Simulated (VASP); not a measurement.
# ZnCd2TeO2 (P4/mmm) in VASP: notebook

Runs on ZnCd2TeO2. Level: PBE. Tasks: single point, relaxation of cell and atoms.

Everything below comes from runs of VASP 6.6.1. Logs are shortened: lines on timing, memory, paths and dates and some standing lists are left out, and cuts for length are marked.

### Step 1. The cell of the first run

Symmetry: P4/mmm, No. 123, tetragonal system. Conventional cell: a = 4.486 Å, b = 4.486 Å, c = 6.024 Å, α = 90.00°, β = 90.00°, γ = 90.00°. Within 3.0 Å of Zn (site symmetry 4/mmm) lie 4 Cd at 2.24 Å. Cd (site symmetry mmm) has 2 Zn at 2.24 Å and 4 O at 2.72 Å within 3.0 Å. Within 4.0 Å of Te (site symmetry 4/mmm) lie 2 Zn at 3.01 Å and 8 O at 3.50 Å and 8 Cd at 3.76 Å. O (site symmetry 4mm) has 4 Cd at 2.72 Å and 2 O at 2.96 to 3.06 Å and 4 Te at 3.50 Å and 4 Zn at 3.52 Å within 3.6 Å.

### Step 2. Single point, PBE

Input file INCAR:

```
SYSTEM = ZnCd2TeO2
PREC = Accurate
ENCUT = 520
EDIFF = 1E-6
ISMEAR = 0
SIGMA = 0.1
LREAL = .False.
LASPH = .True.
NELM = 80
ALGO = Normal
ISIF = 2
LWAVE = .False.
LCHARG = .True.
GGA = PE
LELF = .True.
LVHAR = .True.
NBANDS = 36
```

Input file KPOINTS:

```
Automatic mesh
0
Gamma
  4 4 4
  0 0 0
```

Input file POSCAR:

```
ZnCd2TeO2
1.0
    4.4857126800      0.0000000000      0.0000000000
    0.0000000000      4.4857126800      0.0000000000
    0.0000000000      0.0000000000      6.0242128600
Zn Cd Te O
1 2 1 2
Direct
    0.0000000000      0.0000000000      0.0000000000
    0.5000000000      0.0000000000      0.0000000000
    0.0000000000      0.5000000000      0.0000000000
    0.0000000000      0.0000000000      0.5000000000
    0.5000000000      0.5000000000      0.7457699800
    0.5000000000      0.5000000000      0.2542300200
```

Potentials or basis: VASP PAW PBE potentials, release 64 (Zn, Cd, Te, O).

The run is started by

```sh
> cat potpaw_PBE.64/Zn/POTCAR potpaw_PBE.64/Cd/POTCAR potpaw_PBE.64/Te/POTCAR potpaw_PBE.64/O/POTCAR > POTCAR
> mpirun -np 1 vasp_std > vasp.out
```

OUTCAR:

```text
SYSTEM = ZnCd2TeO2
   PREC = Accurate
   ENCUT = 520
   EDIFF = 1E-6
   ISMEAR = 0
   LREAL = .False.
   LASPH = .True.
   NELM = 80
   ISIF = 2
   GGA = PE

 ion  position               nearest neighbor table
   1  0.000  0.000  0.000-   2 2.24   3 2.24   3 2.24   2 2.24   4 3.01   4 3.01
   2  0.500  0.000  0.000-   1 2.24   1 2.24   6 2.72   5 2.72   6 2.72   5 2.72   3 3.17   3 3.17
                             3 3.17   3 3.17
   3  0.000  0.500  0.000-   1 2.24   1 2.24   6 2.72   5 2.72   5 2.72   6 2.72   2 3.17   2 3.17
                             2 3.17   2 3.17
   4  0.000  0.000  0.500-   1 3.01   1 3.01
   5  0.500  0.500  0.746-   2 2.72   3 2.72   2 2.72   3 2.72
   6  0.500  0.500  0.254-   2 2.72   3 2.72   2 2.72   3 2.72

  LATTYP: Found a simple tetragonal cell.
 ALAT       =     4.4857126800
 C/A-ratio  =     1.3429778699

  Lattice vectors:

 A1 = (   4.4857126800,   0.0000000000,   0.0000000000)
 A2 = (   0.0000000000,   4.4857126800,   0.0000000000)
 A3 = (   0.0000000000,   0.0000000000,   6.0242128600)

Analysis of symmetry for initial positions (statically):
=====================================================================
 Subroutine PRICEL returns:
 Original cell was already a primitive cell.

 Routine SETGRP: Setting up the symmetry group for a
 simple tetragonal supercell.

 Subroutine GETGRP returns: Found 16 space group operations
 (whereof 16 operations were pure point group operations)
 out of a pool of 16 trial point group operations.

The static configuration has the point symmetry D_4h.

Analysis of symmetry for dynamics (positions and initial velocities):
=====================================================================
 Subroutine PRICEL returns:
 Original cell was already a primitive cell.

 Routine SETGRP: Setting up the symmetry group for a
 simple tetragonal supercell.

 Subroutine GETGRP returns: Found 16 space group operations
 (whereof 16 operations were pure point group operations)
 out of a pool of 16 trial point group operations.

The dynamic configuration has the point symmetry D_4h.

 Subroutine INISYM returns: Found 16 space group operations
 (whereof 16 operations are pure point group operations),
 and found     1 'primitive' translations

----------------------------------------------------------------------------------------

                                     Primitive cell

  volume of cell :     121.2169

[... 92 lines left out ...]
   NSW    =      0    number of steps for IOM
   IBRION =     -1    ionic relax: 0-MD 1-quasi-New 2-CG
   NFREE  =      0    steps in history (QN), initial steepest desc. (CG)
   ISIF   =      2    stress and relaxation
   ISYM   =      2    0-nonsym 1-usesym 2-fastsym
   POTIM  = 0.5000    time-step for ionic-motion
   TEBEG  =    0.0;   TEEND  =   0.0 temperature during run
   PSTRESS=    0.0 pullay stress
   NELECT =      54.0000    total number of electrons
   NUPDOWN=      -1.0000    fix difference up-down
   EMIN   =  10.00;   EMAX   =-10.00  energy-range for DOS
   EFERMI =   0.00;   METHOD = LEGACY
   ISMEAR =     0;   SIGMA  =   0.10  broadening in eV -4-tet -1-fermi 0-gaus
   EFERMI_NEDOS =   21; number of points for ismear=-14 and -15
   IALGO  =     38    algorithm
   IMIX   =      4    mixing-type and parameters
     AMIX     =   0.40;   BMIX     =  1.00
     AMIX_MAG =   1.60;   BMIX_MAG =  1.00
  volume/ion in A,a.u.               =      20.20       136.34
  Fermi-wavevector in a.u.,A,eV,Ry     =   1.250312  2.362747 21.269712  1.563280
  Thomas-Fermi vector in A             =   2.384312
   LORBIT       =      0    0 simple, 1 ext, 2 COOP (PROOUT), +10 PAW based schemes
   GGA     = PE    functional components
   LHFCALC =     F    Hartree Fock is set to
   AEXX    =    0.0000 exact exchange contribution
   IVDW    =     0    specifies the selected vdW correction
   LEPSILON=     F    determine dielectric tensor
   LRPA    =     F    only Hartree local field effects (RPA)
 non-spin polarized calculation
 Gauss-broadening in eV      SIGMA  =   0.10
  energy-cutoff  :      520.00
  volume of cell :      121.22
 maximum number of plane-waves:      3302
 NGX is ok and might be reduce to    36
   NGX = 17   NGY = 17   NGZ = 23

 number of electron      54.0000035 magnetization

 Free energy of the ion-electron system (eV)
  ---------------------------------------------------
  ext. energy  EPLUGINS =         0.00000000
  ---------------------------------------------------
  free energy    TOTEN  =       -10.27898910 eV

  energy without entropy =      -10.24140636  energy(sigma->0) =      -10.26019773

 E-fermi :   1.9113     XC(G=0):  -9.8809

 val. band max:        1.8823268626   @ k =   0.5000   0.5000   0.0000
 cond. band min:       1.9191604941   @ k =   0.5000   0.2500   0.5000
 fundamental gap:      0.0368336315
 Fermi energy:         1.9113242474

 k-point     1 :       0.0000    0.0000    0.0000
  band No.  band energies     occupation
      1     -14.1615      2.00000
      2     -13.7623      2.00000
      3      -9.2805      2.00000
      4      -8.7543      2.00000
      5      -8.5719      2.00000
      6      -8.3615      2.00000
[... 691 lines left out ...]
     35      10.0709      0.00000
     36      11.2135      0.00000

------------------------ aborting loop because EDIFF is reached ----------------------------------------

  FORCE on cell =-STRESS in cart. coord.  units (eV):
  Direction    XX          YY          ZZ          XY          YZ          ZX
  --------------------------------------------------------------------------------------
  -------------------------------------------------------------------------------------
  Total       10.6445366     10.6445366     -6.6310373      0.0000000     -0.0000000     -0.0000000
  in kB      140.6935304    140.6935304    -87.6453423      0.0000000     -0.0000000     -0.0000000
  external PRESSURE =      64.5805728 kB  Pullay stress =       0.0000000 kB

 VOLUME and BASIS-vectors are now :
 -----------------------------------------------------------------------------
  energy-cutoff  :      520.00
  volume of cell :      121.22
      direct lattice vectors                 reciprocal lattice vectors
     4.485712680  0.000000000  0.000000000     0.222930016  0.000000000  0.000000000
     0.000000000  4.485712680  0.000000000     0.000000000  0.222930016  0.000000000
     0.000000000  0.000000000  6.024212860     0.000000000  0.000000000  0.165996790

 POSITION                                       TOTAL-FORCE (eV/Angst)
 -----------------------------------------------------------------------------------
      0.00000      0.00000      0.00000         0.000000     -0.000000      0.000000
      2.24286      0.00000      0.00000         0.000000     -0.000000      0.000000
      0.00000      2.24286      0.00000         0.000000     -0.000000      0.000000
      0.00000      0.00000      3.01211         0.000000     -0.000000      0.000000
      2.24286      2.24286      4.49268        -0.000000     -0.000000      1.009404
      2.24286      2.24286      1.53154         0.000000      0.000000     -1.009404
 -----------------------------------------------------------------------------------
    total drift:                                0.000000      0.000000     -0.000000

  FREE ENERGIE OF THE ION-ELECTRON SYSTEM (eV)
  ---------------------------------------------------
  free  energy   TOTEN  =       -10.2789890996 eV

  energy  without entropy=      -10.2414063557  energy(sigma->0) =      -10.26019773
```

It took 48 s on 1 thread of Intel Xeon 6975P-C (Granite Rapids), shared host; peak memory 0.28 GiB.

What came out:

| Item | Value |
| --- | --- |
| Free energy | -10.2790 eV |
| Pressure | 6.5 GPa |
| Largest force | 1.009 eV/Å |
| Band gap on the k mesh | zero (band 27 reaches 2.31 eV, above the bottom of band 28 at 1.62 eV) |

Forces in eV/Å, atoms in the order of the input:
```
Zn   0.000  0.000  0.000
Cd   0.000  0.000  0.000
Cd   0.000  0.000  0.000
Te   0.000  0.000  0.000
O    0.000  0.000  1.009
O    0.000  0.000 -1.009
```

Stress tensor (GPa, compression positive):
```
14.07  0.00  0.00
 0.00 14.07  0.00
 0.00  0.00 -8.76
```

Caveat: spin-orbit coupling is left out, which moves the levels of the heavy elements; forces of over 1 eV/Å act on the atoms, so gaps and moduli don't describe the material at rest.

### Step 3. Single point, PBE

This run uses another cell than the first one, of 24.02 Å³/atom, 1.189 times its volume.

Input file INCAR:

```
SYSTEM = ZnCd2TeO2
  PREC = Accurate
  ENCUT = 520
  EDIFF = 1E-6
  ISMEAR = 0
  SIGMA = 0.1
  LREAL = .False.
  LASPH = .True.
  NELM = 60
  ALGO = Normal
  ISIF = 2
  LWAVE = .False.
  LCHARG = .False.
  GGA = PE
  NBANDS = 36
```

Input file KPOINTS:

```
regular mesh
0
Gamma
  4 4 4
  0 0 0
```

Input file POSCAR:

```
ZnCd2TeO2
1.0
    5.2243229934      0.0000000000      0.0000000000
    0.0000000000      5.2243229934      0.0000000000
    0.0000000000      0.0000000000      5.2811122957
Zn Cd Te O
1 2 1 2
Direct
    0.0000000000      0.0000000000      0.0000000000
    0.5000000000      0.0000000000      0.0000000000
    0.0000000000      0.5000000000      0.0000000000
    0.0000000000      0.0000000000      0.5000000000
    0.5000000000      0.5000000000      0.8651653095
    0.5000000000      0.5000000000      0.1348346905
```

Potentials or basis: VASP PAW PBE potentials, release 64 (Zn, Cd, Te, O).

The run is started by

```sh
> cat potpaw_PBE.64/Zn/POTCAR potpaw_PBE.64/Cd/POTCAR potpaw_PBE.64/Te/POTCAR potpaw_PBE.64/O/POTCAR > POTCAR
> mpirun -np 1 vasp_std > vasp.out
```

Wall time 66 s (1 thread of Intel Xeon 6975P-C (Granite Rapids), shared host); peak memory 0.3 GiB.

The run converged. Its results:

```
Free energy            : -14.2849 eV
Pressure               : 0.4 GPa
Largest force          : 0.296 eV/Å
Band gap on the k mesh : zero (band 27 reaches 1.67 eV, above the bottom of band 28 at 1.12 eV)
```

Forces in eV/Å, atoms in the order of the input:
```
Zn   0.000  0.000  0.000
Cd   0.000  0.000  0.000
Cd   0.000  0.000  0.000
Te   0.000  0.000  0.000
O    0.000  0.000 -0.296
O    0.000  0.000  0.296
```

Stress tensor (GPa, compression positive):
```
0.33 0.00 0.00
0.00 0.33 0.00
0.00 0.00 0.43
```

Levels at points of the mesh, in eV from the Fermi level:
```
           k point  band 23  band 24  band 25  band 26  band 27  band 28  band 29  band 30  band 31  band 32
(0.00, 0.00, 0.00)    -3.44    -1.74    -1.74    -0.06    -0.06     0.09     2.33     2.33     2.66     5.16
(0.50, 0.00, 0.00)    -3.21    -2.35    -1.79    -0.27    -0.06     0.43     2.02     2.44     3.62     5.93
(0.50, 0.50, 0.00)    -2.89    -2.13    -2.13    -0.46    -0.46     1.05     1.05     3.19     4.27     4.27
(0.00, 0.00, 0.50)    -1.06    -1.06     0.05     0.05     0.46     0.57     0.57     0.80     2.45     3.56
(0.50, 0.00, 0.50)    -2.44    -1.86    -0.90    -0.53    -0.13     0.58     1.54     3.69     3.81     4.84
(0.50, 0.50, 0.50)    -2.05    -2.05    -0.76    -0.76    -0.02    -0.02     2.71     3.62     4.27     5.29
```

Caveat: spin-orbit coupling is left out, which moves the levels of the heavy elements.

(Continued in part 2 of 2.)
